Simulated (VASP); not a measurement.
# Al (Fm-3m) in VASP: a series of runs

Runs on Al. Level: r2SCAN. Tasks: single point, relaxation of volume and atoms at fixed shape.

Everything below comes from runs of VASP 6.6.1. Logs are shortened: lines on timing, memory, paths and dates and some standing lists are left out, and cuts for length are marked.

## (1) The cell of the first run

The structure is cubic, space group Fm-3m (No. 225). Conventional cell: a = 3.996 Å, b = 3.996 Å, c = 3.996 Å, α = 90.00°, β = 90.00°, γ = 90.00°. Within 3.7 Å of Al (site symmetry m-3m) lie 12 Al at 2.83 Å.

## (2) Single point, r2SCAN

File POSCAR:

```
Al
1.0
    2.8259015269      0.0000000000      0.0000000000
    1.4129507635      2.4473025109      0.0000000000
    1.4129507635      0.8157675036      2.3073389348
Al
1
Direct
    0.0000000000      0.0000000000      0.0000000000
```

File INCAR.step1:

```
SYSTEM = Al
  ALGO = Normal
  EDIFF = 1E-4
  ENCUT = 520
  GGA = PE
  ISMEAR = -1
  LASPH = .TRUE.
  LCHARG = .FALSE.
  LREAL = .FALSE.
  LWAVE = .TRUE.
  NBANDS = 8
  NELM = 100
  PREC = Accurate
  SIGMA = 0.05
```

File INCAR.step2:

```
SYSTEM = Al
  ALGO = Normal
  EDIFF = 1E-6
  ENCUT = 520
  ISIF = 2
  ISMEAR = -1
  ISTART = 1
  LASPH = .TRUE.
  LCHARG = .FALSE.
  LMIXTAU = .TRUE.
  LREAL = .FALSE.
  LWAVE = .FALSE.
  METAGGA = R2SCAN
  NBANDS = 8
  NELM = 100
  PREC = Accurate
  SIGMA = 0.05
```

File KPOINTS:

```
k-points
0
G
  9 9 9
  0 0 0
```

Potentials or basis: VASP PAW PBE potentials, release 64 (Al).

Launch:

```
> cat potpaw_PBE.64/Al/POTCAR > POTCAR
> cp INCAR.step1 INCAR
> mpirun -np 1 vasp_std > vasp.out
> cp INCAR.step2 INCAR
> mpirun -np 1 vasp_std > vasp.out
```

OUTCAR:

```text
SYSTEM = Al
   EDIFF = 1E-6
   ENCUT = 520
   ISIF = 2
   ISMEAR = -1
   ISTART = 1
   LASPH = .TRUE.
   LREAL = .FALSE.
   METAGGA = R2SCAN
   NELM = 100
   PREC = Accurate

 ion  position               nearest neighbor table
   1  0.000  0.000  0.000-

  LATTYP: Found a face centered cubic cell.
 ALAT       =     3.9964282653

  Lattice vectors:

 A1 = (   2.8259015269,   0.0000000000,   0.0000000000)
 A2 = (   1.4129507635,   2.4473025109,   0.0000000000)
 A3 = (   1.4129507635,   0.8157675036,   2.3073389348)

Analysis of symmetry for initial positions (statically):
=====================================================================
 Subroutine PRICEL returns:
 Original cell was already a primitive cell.

 Routine SETGRP: Setting up the symmetry group for a
 face centered cubic supercell.

 Subroutine GETGRP returns: Found 48 space group operations
 (whereof 48 operations were pure point group operations)
 out of a pool of 48 trial point group operations.

The static configuration has the point symmetry O_h .

Analysis of symmetry for dynamics (positions and initial velocities):
=====================================================================
 Subroutine PRICEL returns:
 Original cell was already a primitive cell.

 Routine SETGRP: Setting up the symmetry group for a
 face centered cubic supercell.

 Subroutine GETGRP returns: Found 48 space group operations
 (whereof 48 operations were pure point group operations)
 out of a pool of 48 trial point group operations.

The dynamic configuration has the point symmetry O_h .

 Subroutine INISYM returns: Found 48 space group operations
 (whereof 48 operations are pure point group operations),
 and found     1 'primitive' translations

----------------------------------------------------------------------------------------

                                     Primitive cell

  volume of cell :      15.9572

  direct lattice vectors                    reciprocal lattice vectors
     2.825901527  0.000000000  0.000000000     0.353869372 -0.204306577 -0.144466566
     1.412950764  2.447302511  0.000000000     0.000000000  0.408613155 -0.144466566
     1.412950764  0.815767504  2.307338935     0.000000000  0.000000000  0.433399699

  length of vectors
     2.825901527  2.825901527  2.825901527     0.433399699  0.433399699  0.433399699

  position of ions in fractional coordinates (direct lattice)
     0.000000000  0.000000000  0.000000000

  ion indices of the primitive-cell ions
   primitive index   ion index
                 1           1

----------------------------------------------------------------------------------------

 KPOINTS: k-points

Automatic generation of k-mesh.
 Grid dimensions read from file:
 generate k-points for:    9    9    9

 Generating k-lattice:

  Cartesian coordinates                     Fractional coordinates (reciprocal lattice)
     0.039318819 -0.022700731 -0.016051841     0.111111111  0.000000000  0.000000000
     0.000000000  0.045401462 -0.016051841     0.000000000  0.111111111 -0.000000000
     0.000000000  0.000000000  0.048155522     0.000000000  0.000000000  0.111111111

  Length of vectors
     0.048155522  0.048155522  0.048155522

  Shift w.r.t. Gamma in fractional coordinates (k-lattice)
     0.000000000  0.000000000  0.000000000

 Subroutine IBZKPT returns following result:
 ===========================================

 Found     35 irreducible k-points:

 Following reciprocal coordinates:
            Coordinates               Weight
  0.000000  0.000000  0.000000      1.000000
  0.111111 -0.000000 -0.000000      8.000000
  0.222222  0.000000 -0.000000      8.000000
  0.333333  0.000000 -0.000000      8.000000
  0.444444  0.000000 -0.000000      8.000000
  0.111111  0.111111  0.000000      6.000000
[... 16 lines left out ...]
 -0.333333  0.333333  0.000000     12.000000
  0.444444  0.444444  0.000000      6.000000
 [... further k-points ...]
   k-points           NKPTS =     35   k-points in BZ     NKDIM =     35   number of bands    NBANDS=      8
   number of dos      NEDOS =    301   number of ions     NIONS =      1
   total plane-waves  NPLWV =  13824
   dimension x,y,z NGX =    24 NGY =   24 NGZ =   24
   dimension x,y,z NGXF=    48 NGYF=   48 NGZF=   48
   ions per type =               1
   NGX,Y,Z   is equivalent  to a cutoff of  14.12, 14.12, 14.12 a.u.
   NGXF,Y,Z  is equivalent  to a cutoff of  28.24, 28.24, 28.24 a.u.
 SYSTEM =  Al
   PREC   = accura    normal or accurate (medium, high low for compatibility)
   ISTART =      1    job   : 0-new  1-cont  2-samecut
   ICHARG =      0    charge: 1-file 2-atom 10-const
   ISPIN  =      1    spin polarized calculation?
   LNONCOLLINEAR =      F non collinear calculations
   LSORBIT =      F    spin-orbit coupling
   LASPH  =      T    aspherical Exc in radial PAW
   ENCUT  =  520.0 eV  38.22 Ry    6.18 a.u.   5.25  5.25  5.25*2*pi/ulx,y,z
   NELM   =    100;   NELMIN=  2; NELMDL=  0     # of ELM steps
   EDIFF  = 0.1E-05   stopping-criterion for ELM
   LREAL  =      F    real-space projection
   EDIFFG = 0.1E-04   stopping-criterion for IOM
   NSW    =      0    number of steps for IOM
   IBRION =     -1    ionic relax: 0-MD 1-quasi-New 2-CG
   NFREE  =      0    steps in history (QN), initial steepest desc. (CG)
   ISIF   =      2    stress and relaxation
   ISYM   =      2    0-nonsym 1-usesym 2-fastsym
   POTIM  = 0.5000    time-step for ionic-motion
   TEBEG  =    0.0;   TEEND  =   0.0 temperature during run
   PSTRESS=    0.0 pullay stress
   NELECT =       3.0000    total number of electrons
   NUPDOWN=      -1.0000    fix difference up-down
   EMIN   =  10.00;   EMAX   =-10.00  energy-range for DOS
   EFERMI =   0.00;   METHOD = LEGACY
   ISMEAR =    -1;   SIGMA  =   0.05  broadening in eV -4-tet -1-fermi 0-gaus
   EFERMI_NEDOS =   21; number of points for ismear=-14 and -15
   IALGO  =     38    algorithm
   IMIX   =      4    mixing-type and parameters
     AMIX     =   0.40;   BMIX     =  1.00
     AMIX_MAG =   1.60;   BMIX_MAG =  1.00
  volume/ion in A,a.u.               =      15.96       107.68
  Fermi-wavevector in a.u.,A,eV,Ry     =   0.937842  1.772265 11.966984  0.879548
  Thomas-Fermi vector in A             =   2.064994
   LORBIT       =      0    0 simple, 1 ext, 2 COOP (PROOUT), +10 PAW based schemes
   METAGGA = R2SCAN    functional components
   LHFCALC =     F    Hartree Fock is set to
   AEXX    =    0.0000 exact exchange contribution
   IVDW    =     0    specifies the selected vdW correction
   LEPSILON=     F    determine dielectric tensor
   LRPA    =     F    only Hartree local field effects (RPA)
 non-spin polarized calculation
  energy-cutoff  :      520.00
  volume of cell :       15.96
 maximum number of plane-waves:       440
 NGX is ok and might be reduce to    24
   NGX = 11   NGY = 11   NGZ = 11

 number of electron       3.0000000 magnetization

 Free energy of the ion-electron system (eV)
  ---------------------------------------------------
  ext. energy  EPLUGINS =         0.00000000
  ---------------------------------------------------
  free energy    TOTEN  =        -6.70605284 eV

  energy without entropy =       -6.69890337  energy(sigma->0) =       -6.70247811

 E-fermi :   8.3611     XC(G=0): -11.0298

 val. band max:        8.3534054281   @ k =  -0.3333   0.4444   0.1111
 cond. band min:       8.6598263544   @ k =  -0.4444   0.4444   0.1111
 fundamental gap:      0.3064209263
 Fermi energy:         8.3610828819

 k-point     1 :       0.0000    0.0000    0.0000
  band No.  band energies     occupation
      1      -3.7067      2.00000
      2      21.8816      0.00000
      3      21.8816      0.00000
      4      21.8816      0.00000
      5      24.0569      0.00000
      6      24.0570      0.00000
      7      24.0570      0.00000
      8      25.9771      0.00000

 k-point     2 :       0.1111   -0.0000   -0.0000
  band No.  band energies     occupation
      1      -3.3425      2.00000
      2      17.9714      0.00000
      3      21.1421      0.00000
      4      21.1422      0.00000
      5      24.4950      0.00000
      6      25.3579      0.00000
      7      25.3579      0.00000
      8      27.6982      0.00000

 k-point     3 :       0.2222    0.0000   -0.0000
  band No.  band energies     occupation
      1      -2.2555      2.00000
      2      13.2247      0.00000
      3      20.3615      0.00000
      4      20.3615      0.00000
      5      24.0776      0.00000
      6      25.0015      0.00000
      7      25.0015      0.00000
      8      28.1336      0.00000

 k-point     4 :       0.3333    0.0000   -0.0000
  band No.  band energies     occupation
      1      -0.4628      2.00000
      2       8.9159      0.00003
      3      20.0978      0.00000
      4      20.0978      0.00000
      5      22.9306      0.00000
      6      22.9306      0.00000
      7      23.9486      0.00000
      8      27.2551      0.00000

 k-point     5 :       0.4444    0.0000   -0.0000
  band No.  band energies     occupation
      1       2.0006      2.00000
      2       5.1829      2.00000
      3      20.3933      0.00000
      4      20.3933      0.00000
      5      21.4312      0.00000
      6      21.4312      0.00000
      7      24.3389      0.00000
      8      25.6557      0.00000

 k-point     6 :       0.1111    0.1111    0.0000
  band No.  band energies     occupation
      1      -3.2213      2.00000
      2      19.5049      0.00000
      3      19.5049      0.00000
      4      19.5511      0.00000
      5      23.0210      0.00000
      6      24.9889      0.00000
      7      27.1392      0.00000
      8      27.1392      0.00000

 k-point     7 :       0.2222    0.1111   -0.0000
  band No.  band energies     occupation
      1      -2.3759      2.00000
      2      14.9886      0.00000
      3      18.4165      0.00000
      4      19.8937      0.00000
      5      22.1109      0.00000
      6      23.8632      0.00000
      7      27.4673      0.00000
      8      28.2054      0.00000
[... 133 lines left out ...]
 k-point    20 :       0.3333    0.3333   -0.0000
  band No.  band energies     occupation
      1       0.5989      2.00000
      2      13.1022      0.00000
      3      14.9198      0.00000
      4      15.4557      0.00000
      5      15.4557      0.00000
      6      19.6068      0.00000
      7      33.1668      0.00000
      8      34.8353      0.00000

 k-point    21 :       0.4444    0.3333    0.0000
  band No.  band energies     occupation
      1       2.3446      2.00000
      2      10.6775      0.00000
      3      11.5625      0.00000
      4      15.1517      0.00000
      5      16.5209      0.00000
      6      20.9386      0.00000
      7      32.4356      0.00000
      8      34.9757      0.00000

 k-point    22 :      -0.4444    0.3333    0.0000
  band No.  band energies     occupation
      1       4.7038      2.00000
      2       7.7708      1.99999
      3       9.3134      0.00000
      4      15.4652      0.00000
      5      17.1900      0.00000
      6      24.5525      0.00000
      7      31.1818      0.00000
      8      33.6749      0.00000

 k-point    23 :      -0.3333    0.3333    0.0000
  band No.  band energies     occupation
      1       4.7532      2.00000
      2       7.1295      2.00000
      3       8.9444      0.00002
      4      16.3982      0.00000
      5      18.3158      0.00000
      6      28.7546      0.00000
      7      30.1810      0.00000
      8      30.4886      0.00000

 k-point    24 :       0.4444    0.4444    0.0000
  band No.  band energies     occupation
      1       3.7999      2.00000
      2       8.2413      1.83298
      3      13.9611      0.00000
      4      14.6387      0.00000
      5      14.6387      0.00000
      6      18.7368      0.00000
      7      35.3899      0.00000
      8      37.0471      0.00000

 [... further k-points ...]

------------------------ aborting loop because EDIFF is reached ----------------------------------------

  FORCE on cell =-STRESS in cart. coord.  units (eV):
  Direction    XX          YY          ZZ          XY          YZ          ZX
  --------------------------------------------------------------------------------------
  -------------------------------------------------------------------------------------
  Total       -0.0360057     -0.0360057     -0.0360057     -0.0000000      0.0000000     -0.0000000
  in kB       -3.6151482     -3.6151482     -3.6151482     -0.0000000      0.0000000     -0.0000000
  external PRESSURE =      -3.6151482 kB  Pullay stress =       0.0000000 kB

 VOLUME and BASIS-vectors are now :
 -----------------------------------------------------------------------------
  energy-cutoff  :      520.00
  volume of cell :       15.96
      direct lattice vectors                 reciprocal lattice vectors
     2.825901527  0.000000000  0.000000000     0.353869372 -0.204306577 -0.144466566
     1.412950764  2.447302511  0.000000000     0.000000000  0.408613155 -0.144466566
     1.412950764  0.815767504  2.307338935     0.000000000  0.000000000  0.433399699

 POSITION                                       TOTAL-FORCE (eV/Angst)
 -----------------------------------------------------------------------------------
      0.00000      0.00000      0.00000         0.000000     -0.000000      0.000000
 -----------------------------------------------------------------------------------
    total drift:                               -0.000000     -0.000000     -0.000000

  FREE ENERGIE OF THE ION-ELECTRON SYSTEM (eV)
  ---------------------------------------------------
  free  energy   TOTEN  =        -6.7060528409 eV

  energy  without entropy=       -6.6989033697  energy(sigma->0) =       -6.70247811
```

It took 6.8 s on 1 thread of Intel Xeon 6975P-C (Granite Rapids), shared host; peak memory 0.13 GiB.

What came out:

```
Free energy : -6.7061 eV
Pressure    : -0.4 GPa
```

Caveat: the PAW data sets were made with another functional, which shifts forces and pressure a little.

## (3) Relaxation of volume and atoms at fixed shape, r2SCAN

This run uses another cell than the first one, of 16.60 Å³/atom, 1.040 times its volume.

File POSCAR:

```
Al
1.0
    2.8635070000      0.0000000000      0.0000000000
    1.4317535000      2.4798698059      0.0000000000
    1.4317535000      0.8266232686      2.3380436750
Al
1
Direct
    0.0000000000      0.0000000000      0.0000000000
```

File INCAR.step1:

```
SYSTEM = Al
PREC = Accurate ; ENCUT = 600
ISMEAR = -1 ; SIGMA = 0.05
LREAL = .False. ; LASPH = .True.
NELM = 80 ; GGA = PE
ALGO = Normal ; EDIFF = 1E-4
LWAVE = .True. ; LCHARG = .False.
```

File INCAR.step2:

```
SYSTEM = Al
PREC = Accurate ; ENCUT = 600
EDIFF = 1E-7 ; ISMEAR = -1
SIGMA = 0.05 ; LREAL = .False.
LASPH = .True. ; NELM = 80
ALGO = Normal ; ISIF = 8
LWAVE = .False. ; LCHARG = .False.
METAGGA = R2SCAN ; LMIXTAU = .True.
IBRION = 2 ; NSW = 60
EDIFFG = -0.02 ; ISTART = 1
```

File KPOINTS:

```
regular mesh
0
Gamma
  9 9 9
  0 0 0
```

Potentials or basis: VASP PAW PBE potentials, release 64 (Al).

Launch:

```
> cat potpaw_PBE.64/Al/POTCAR > POTCAR
> cp INCAR.step1 INCAR
> mpirun -np 1 vasp_std > vasp.out
> cp INCAR.step2 INCAR
> mpirun -np 1 vasp_std > vasp.out
```

It took 13 s on 1 thread of Intel Xeon 6975P-C (Granite Rapids), shared host; peak memory 0.13 GiB.

The run converged. Its results:

```yaml
Free_energy: -6.7061 eV
Relaxed_volume: 15.88 Å³/atom
Relaxed_cell: a = 2.822 Å, b = 2.822 Å, c = 2.822 Å, α = 60.00°, β = 60.00°, γ = 60.00°
Space_group_after_relaxing_to_0.05_Å: Fm-3m (No. 225)
Energy_gained_by_relaxing: 8.2 meV/atom
Ionic_steps: 3
Pressure_after_relaxing: 0.0 GPa
```

Step by step:
```tsv
step	energy change (eV)	largest force (eV/Å)	pressure (GPa)	volume (Å³)
1	0.0000	0.0000	-3.47	16.60
2	-0.0079	0.0000	0.77	15.75
3	-0.0082	0.0000	0.03	15.88
```

Final structure:
```xyz
1
Lattice="2.8216 0.0000 0.0000 1.4108 2.4436 0.0000 1.4108 0.8145 2.3038" Properties=species:S:1:pos:R:3 pbc="T T T"
Al    0.0000    0.0000    0.0000
```

Levels at points of the mesh, in eV from the Fermi level:
| k point | band 1 | band 2 | band 3 | band 4 | band 5 |
| --- | --- | --- | --- | --- | --- |
| (0.00, 0.00, 0.00) | -12.10 | 13.54 | 13.54 | 13.54 | 15.76 |

Caveat: the PAW data sets were made with another functional, which shifts forces and pressure a little.
